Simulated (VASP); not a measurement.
# KBr (Fm-3m) in VASP: a series of runs

Runs on KBr. Level: r2SCAN. Tasks: single point.

Everything below comes from runs of VASP 6.6.1. Logs are shortened: lines on timing, memory, paths and dates and some standing lists are left out, and cuts for length are marked.

## 1. The cell of the first run

The structure is cubic, space group Fm-3m (No. 225). The conventional cell has a = 6.585 Å, b = 6.585 Å, c = 6.585 Å, α = 90.00°, β = 90.00°, γ = 90.00°. Within 4.3 Å of K (site symmetry m-3m) lie 6 Br at 3.29 Å. Within 4.3 Å of Br (site symmetry m-3m) lie 6 K at 3.29 Å.

## 2. Single point, r2SCAN

POSCAR

```
KBr
1.0
    0.0000000000      3.2925000000      3.2925000000
    3.2925000000      0.0000000000      3.2925000000
    3.2925000000      3.2925000000      0.0000000000
K Br
1 1
Direct
    0.0000000000      0.0000000000      0.0000000000
    0.5000000000      0.5000000000      0.5000000000
```

INCAR.step1

```
SYSTEM = KBr
  PREC = Accurate
  ENCUT = 520
  ISMEAR = 0
  SIGMA = 0.05
  LREAL = .FALSE.
  LASPH = .TRUE.
  NELM = 60
  NBANDS = 15
  GGA = PE
  ALGO = Normal
  EDIFF = 1E-4
  LWAVE = .TRUE.
  LCHARG = .FALSE.
```

INCAR.step2

```
SYSTEM = KBr
  PREC = Accurate
  ENCUT = 520
  EDIFF = 1E-7
  ISMEAR = 0
  SIGMA = 0.05
  LREAL = .FALSE.
  LASPH = .TRUE.
  NELM = 60
  ALGO = Normal
  ISIF = 2
  LWAVE = .FALSE.
  LCHARG = .FALSE.
  METAGGA = R2SCAN
  LMIXTAU = .TRUE.
  NBANDS = 15
  ISTART = 1
```

KPOINTS

```
regular mesh
0
G
  6 6 6
  0 0 0
```

Potentials or basis: VASP PAW PBE potentials, release 64 (K_sv, Br).

Command:

```sh
> cat potpaw_PBE.64/K_sv/POTCAR potpaw_PBE.64/Br/POTCAR > POTCAR
> cp INCAR.step1 INCAR
> mpirun -np 1 vasp_std > vasp.out
> cp INCAR.step2 INCAR
> mpirun -np 1 vasp_std > vasp.out
```

OUTCAR:

```text
SYSTEM = KBr
   PREC = Accurate
   ENCUT = 520
   EDIFF = 1E-7
   ISMEAR = 0
   LREAL = .FALSE.
   LASPH = .TRUE.
   NELM = 60
   ISIF = 2
   METAGGA = R2SCAN
   ISTART = 1

 ion  position               nearest neighbor table
   1  0.000  0.000  0.000-   2 3.29   2 3.29   2 3.29   2 3.29   2 3.29   2 3.29
   2  0.500  0.500  0.500-   1 3.29   1 3.29   1 3.29   1 3.29   1 3.29   1 3.29

  LATTYP: Found a face centered cubic cell.
 ALAT       =     6.5850000000

  Lattice vectors:

 A1 = (   0.0000000000,   3.2925000000,   3.2925000000)
 A2 = (   3.2925000000,   0.0000000000,   3.2925000000)
 A3 = (   3.2925000000,   3.2925000000,   0.0000000000)

Analysis of symmetry for initial positions (statically):
[... 33 lines left out ...]
                                     Primitive cell

  volume of cell :      71.3851

  direct lattice vectors                    reciprocal lattice vectors
     0.000000000  3.292500000  3.292500000    -0.151860289  0.151860289  0.151860289
     3.292500000  0.000000000  3.292500000     0.151860289 -0.151860289  0.151860289
     3.292500000  3.292500000  0.000000000     0.151860289  0.151860289 -0.151860289

  length of vectors
     4.656298154  4.656298154  4.656298154     0.263029735  0.263029735  0.263029735

  position of ions in fractional coordinates (direct lattice)
     0.000000000  0.000000000  0.000000000
     0.500000000  0.500000000  0.500000000

  ion indices of the primitive-cell ions
   primitive index   ion index
                 1           1
                 2           2

----------------------------------------------------------------------------------------

 KPOINTS: regular mesh

Automatic generation of k-mesh.
 Grid dimensions read from file:
 generate k-points for:    6    6    6

 Generating k-lattice:

  Cartesian coordinates                     Fractional coordinates (reciprocal lattice)
    -0.025310048  0.025310048  0.025310048     0.166666667  0.000000000  0.000000000
     0.025310048 -0.025310048  0.025310048     0.000000000  0.166666667  0.000000000
     0.025310048  0.025310048 -0.025310048     0.000000000  0.000000000  0.166666667

  Length of vectors
     0.043838289  0.043838289  0.043838289

  Shift w.r.t. Gamma in fractional coordinates (k-lattice)
     0.000000000  0.000000000  0.000000000

 Subroutine IBZKPT returns following result:
 ===========================================

 Found     16 irreducible k-points:

 Following reciprocal coordinates:
            Coordinates               Weight
  0.000000  0.000000  0.000000      1.000000
  0.166667  0.000000  0.000000      8.000000
  0.333333  0.000000  0.000000      8.000000
  0.500000  0.000000  0.000000      4.000000
  0.166667  0.166667  0.000000      6.000000
  0.333333  0.166667  0.000000     24.000000
[... 8 lines left out ...]
 -0.333333  0.333333  0.166667     24.000000
 -0.333333  0.500000  0.166667     12.000000
   k-points           NKPTS =     16   k-points in BZ     NKDIM =     16   number of bands    NBANDS=     15
   number of dos      NEDOS =    301   number of ions     NIONS =      2
   total plane-waves  NPLWV =  46656
   dimension x,y,z NGX =    36 NGY =   36 NGZ =   36
   dimension x,y,z NGXF=    72 NGYF=   72 NGZF=   72
   ions per type =               1   1
   NGX,Y,Z   is equivalent  to a cutoff of  12.85, 12.85, 12.85 a.u.
   NGXF,Y,Z  is equivalent  to a cutoff of  25.71, 25.71, 25.71 a.u.
 SYSTEM =  KBr
   PREC   = accura    normal or accurate (medium, high low for compatibility)
   ISTART =      1    job   : 0-new  1-cont  2-samecut
   ICHARG =      0    charge: 1-file 2-atom 10-const
   ISPIN  =      1    spin polarized calculation?
   LNONCOLLINEAR =      F non collinear calculations
   LSORBIT =      F    spin-orbit coupling
   LASPH  =      T    aspherical Exc in radial PAW
   ENCUT  =  520.0 eV  38.22 Ry    6.18 a.u.   8.66  8.66  8.66*2*pi/ulx,y,z
   NELM   =     60;   NELMIN=  2; NELMDL=  0     # of ELM steps
   EDIFF  = 0.1E-06   stopping-criterion for ELM
   LREAL  =      F    real-space projection
   EDIFFG = 0.1E-05   stopping-criterion for IOM
   NSW    =      0    number of steps for IOM
   IBRION =     -1    ionic relax: 0-MD 1-quasi-New 2-CG
   NFREE  =      0    steps in history (QN), initial steepest desc. (CG)
   ISIF   =      2    stress and relaxation
   ISYM   =      2    0-nonsym 1-usesym 2-fastsym
   POTIM  = 0.5000    time-step for ionic-motion
   TEBEG  =    0.0;   TEEND  =   0.0 temperature during run
   PSTRESS=    0.0 pullay stress
   NELECT =      16.0000    total number of electrons
   NUPDOWN=      -1.0000    fix difference up-down
   EMIN   =  10.00;   EMAX   =-10.00  energy-range for DOS
   EFERMI =   0.00;   METHOD = LEGACY
   ISMEAR =     0;   SIGMA  =   0.05  broadening in eV -4-tet -1-fermi 0-gaus
   EFERMI_NEDOS =   21; number of points for ismear=-14 and -15
   IALGO  =     38    algorithm
   IMIX   =      4    mixing-type and parameters
     AMIX     =   0.40;   BMIX     =  1.00
     AMIX_MAG =   1.60;   BMIX_MAG =  1.00
  volume/ion in A,a.u.               =      35.69       240.87
  Fermi-wavevector in a.u.,A,eV,Ry     =   0.994441  1.879221 13.454978  0.988913
  Thomas-Fermi vector in A             =   2.126392
   LORBIT       =      0    0 simple, 1 ext, 2 COOP (PROOUT), +10 PAW based schemes
   METAGGA = R2SCAN    functional components
   LHFCALC =     F    Hartree Fock is set to
   AEXX    =    0.0000 exact exchange contribution
   IVDW    =     0    specifies the selected vdW correction
   LEPSILON=     F    determine dielectric tensor
   LRPA    =     F    only Hartree local field effects (RPA)
 non-spin polarized calculation
 Gauss-broadening in eV      SIGMA  =   0.05
  energy-cutoff  :      520.00
  volume of cell :       71.39
 maximum number of plane-waves:      1948
 NGX is ok and might be reduce to    36
   NGX = 17   NGY = 17   NGZ = 17

 number of electron      15.9999998 magnetization

 Free energy of the ion-electron system (eV)
  ---------------------------------------------------
  ext. energy  EPLUGINS =         0.00000000
  ---------------------------------------------------
  free energy    TOTEN  =       -23.24814745 eV

  energy without entropy =      -23.24814745  energy(sigma->0) =      -23.24814745

 E-fermi :  -1.8138     XC(G=0):  -7.7785

 val. band max:       -2.1217119610   @ k =   0.0000   0.0000   0.0000
 cond. band min:       2.9773422929   @ k =   0.0000   0.0000   0.0000
 fundamental gap:      5.0990542539
 Fermi energy:        -1.8137590948

 k-point     1 :       0.0000    0.0000    0.0000
  band No.  band energies     occupation
      1     -30.9898      2.00000
      2     -14.8584      2.00000
      3     -13.6964      2.00000
      4     -13.6964      2.00000
      5     -13.6964      2.00000
      6      -2.1217      2.00000
      7      -2.1217      2.00000
      8      -2.1217      2.00000
      9       2.9773      0.00000
     10       6.1149      0.00000
     11       6.1149      0.00000
     12       6.1149      0.00000
     13       7.1000      0.00000
     14       7.1000      0.00000
     15       9.9515      0.00000

 k-point     2 :       0.1667    0.0000    0.0000
  band No.  band energies     occupation
      1     -30.9884      2.00000
      2     -14.9071      2.00000
      3     -13.6977      2.00000
      4     -13.6976      2.00000
      5     -13.6280      2.00000
      6      -2.4796      2.00000
      7      -2.2101      2.00000
      8      -2.2101      2.00000
      9       3.6321      0.00000
     10       5.9354      0.00000
     11       6.4564      0.00000
     12       6.4564      0.00000
     13       7.4730      0.00000
     14       7.4730      0.00000
     15      10.9472      0.00000

 k-point     3 :       0.3333    0.0000    0.0000
  band No.  band energies     occupation
      1     -30.9855      2.00000
      2     -14.9918      2.00000
      3     -13.7000      2.00000
      4     -13.7000      2.00000
      5     -13.5030      2.00000
      6      -3.0562      2.00000
      7      -2.3767      2.00000
      8      -2.3767      2.00000
      9       4.6962      0.00000
     10       6.2162      0.00000
     11       7.3736      0.00000
     12       7.3736      0.00000
     13       8.4099      0.00000
     14       8.4099      0.00000
     15      10.3065      0.00000

 k-point     4 :       0.5000    0.0000    0.0000
  band No.  band energies     occupation
      1     -30.9841      2.00000
      2     -15.0294      2.00000
      3     -13.7012      2.00000
      4     -13.7012      2.00000
      5     -13.4448      2.00000
      6      -3.3015      2.00000
      7      -2.4555      2.00000
      8      -2.4555      2.00000
      9       5.0265      0.00000
     10       6.7765      0.00000
     11       8.4299      0.00000
     12       8.4299      0.00000
     13       8.7134      0.00000
     14       8.7134      0.00000
     15       9.8442      0.00000

 k-point     5 :       0.1667    0.1667    0.0000
  band No.  band energies     occupation
      1     -30.9879      2.00000
      2     -14.9015      2.00000
      3     -13.7053      2.00000
      4     -13.7053      2.00000
      5     -13.6217      2.00000
      6      -2.5680      2.00000
      7      -2.2094      2.00000
      8      -2.2094      2.00000
      9       3.7835      0.00000
     10       5.4223      0.00000
     11       6.8333      0.00000
     12       6.8333      0.00000
     13       7.3110      0.00000
     14       7.8063      0.00000
     15      11.2255      0.00000

 k-point     6 :       0.3333    0.1667    0.0000
  band No.  band energies     occupation
      1     -30.9856      2.00000
      2     -14.9355      2.00000
      3     -13.7111      2.00000
      4     -13.7092      2.00000
      5     -13.5677      2.00000
      6      -2.9149      2.00000
      7      -2.3785      2.00000
      8      -2.3296      2.00000
      9       4.7209      0.00000
     10       5.3250      0.00000
     11       7.5728      0.00000
     12       7.6597      0.00000
     13       7.9287      0.00000
     14       8.3699      0.00000
     15      10.3219      0.00000

 k-point     7 :       0.5000    0.1667    0.0000
  band No.  band energies     occupation
      1     -30.9837      2.00000
      2     -14.9712      2.00000
      3     -13.7185      2.00000
      4     -13.7091      2.00000
      5     -13.5106      2.00000
      6      -3.1475      2.00000
      7      -2.5407      2.00000
      8      -2.4450      2.00000
      9       5.2163      0.00000
     10       6.3184      0.00000
     11       8.0015      0.00000
[... 82 lines left out ...]
      4     -13.7137      2.00000
      5     -13.5713      2.00000
      6      -2.9177      2.00000
      7      -2.7438      2.00000
      8      -2.4695      2.00000
      9       5.4008      0.00000
     10       6.5207      0.00000
     11       7.3206      0.00000
     12       7.8469      0.00000
     13       8.4277      0.00000
     14       9.2153      0.00000
     15      10.2302      0.00000

 k-point    13 :       0.5000    0.5000    0.0000
  band No.  band energies     occupation
      1     -30.9825      2.00000
      2     -14.7536      2.00000
      3     -13.7871      2.00000
      4     -13.7325      2.00000
      5     -13.7325      2.00000
      6      -2.9527      2.00000
      7      -2.4127      2.00000
      8      -2.4127      2.00000
      9       4.2299      0.00000
     10       5.9343      0.00000
     11       8.0544      0.00000
     12       8.0971      0.00000
     13       8.4720      0.00000
     14       9.4656      0.00000
     15       9.4656      0.00000

 k-point    14 :       0.5000    0.3333    0.1667
  band No.  band energies     occupation
      1     -30.9838      2.00000
      2     -14.9126      2.00000
      3     -13.7357      2.00000
      4     -13.7171      2.00000
      5     -13.5725      2.00000
      6      -2.9897      2.00000
      7      -2.5023      2.00000
      8      -2.4671      2.00000
      9       5.2504      0.00000
     10       5.6451      0.00000
     11       7.5300      0.00000
     12       8.3375      0.00000
     13       8.4740      0.00000
     14       8.6980      0.00000
     15       9.7908      0.00000

 k-point    15 :      -0.3333    0.3333    0.1667
  band No.  band energies     occupation
      1     -30.9829      2.00000
      2     -14.8997      2.00000
      3     -13.7452      2.00000
      4     -13.7319      2.00000
      5     -13.5686      2.00000
      6      -2.9527      2.00000
      7      -2.6582      2.00000
      8      -2.5209      2.00000
      9       5.6522      0.00000
     10       6.0375      0.00000
     11       7.3303      0.00000
     12       7.8782      0.00000
     13       9.0097      0.00000
     14       9.4057      0.00000
     15       9.8681      0.00000

 k-point    16 :      -0.3333    0.5000    0.1667
  band No.  band energies     occupation
      1     -30.9824      2.00000
      2     -14.8269      2.00000
      3     -13.7733      2.00000
      4     -13.7460      2.00000
      5     -13.6314      2.00000
      6      -2.8436      2.00000
      7      -2.5976      2.00000
      8      -2.5780      2.00000
      9       4.9919      0.00000
     10       6.6798      0.00000
     11       6.7778      0.00000
     12       8.0102      0.00000
     13       8.7565      0.00000
     14       9.4876      0.00000
     15      10.0297      0.00000

------------------------ aborting loop because EDIFF is reached ----------------------------------------

  FORCE on cell =-STRESS in cart. coord.  units (eV):
  Direction    XX          YY          ZZ          XY          YZ          ZX
  --------------------------------------------------------------------------------------
  -------------------------------------------------------------------------------------
  Total        0.0780664      0.0780664      0.0780664      0.0000000     -0.0000000      0.0000000
  in kB        1.7521350      1.7521350      1.7521350      0.0000000     -0.0000000      0.0000000
  external PRESSURE =       1.7521350 kB  Pullay stress =       0.0000000 kB

 VOLUME and BASIS-vectors are now :
 -----------------------------------------------------------------------------
  energy-cutoff  :      520.00
  volume of cell :       71.39
      direct lattice vectors                 reciprocal lattice vectors
     0.000000000  3.292500000  3.292500000    -0.151860289  0.151860289  0.151860289
     3.292500000  0.000000000  3.292500000     0.151860289 -0.151860289  0.151860289
     3.292500000  3.292500000  0.000000000     0.151860289  0.151860289 -0.151860289

 POSITION                                       TOTAL-FORCE (eV/Angst)
 -----------------------------------------------------------------------------------
      0.00000      0.00000      0.00000        -0.000000      0.000000     -0.000000
      3.29250      3.29250      3.29250         0.000000     -0.000000      0.000000
 -----------------------------------------------------------------------------------
    total drift:                                0.000000      0.000000      0.000000

  FREE ENERGIE OF THE ION-ELECTRON SYSTEM (eV)
  ---------------------------------------------------
  free  energy   TOTEN  =       -23.2481474497 eV

  energy  without entropy=      -23.2481474497  energy(sigma->0) =      -23.24814745
```

Wall time 42 s (1 thread of Intel Xeon 6975P-C (Granite Rapids), shared host); peak memory 0.22 GiB.

What came out:

```
Free energy            : -23.2481 eV
Pressure               : 0.2 GPa
Band gap on the k mesh : 5.10 eV, direct
```

Caveat: the PAW data sets were made with another functional, which shifts forces and pressure a little.

(Continued in part 2 of 2.)
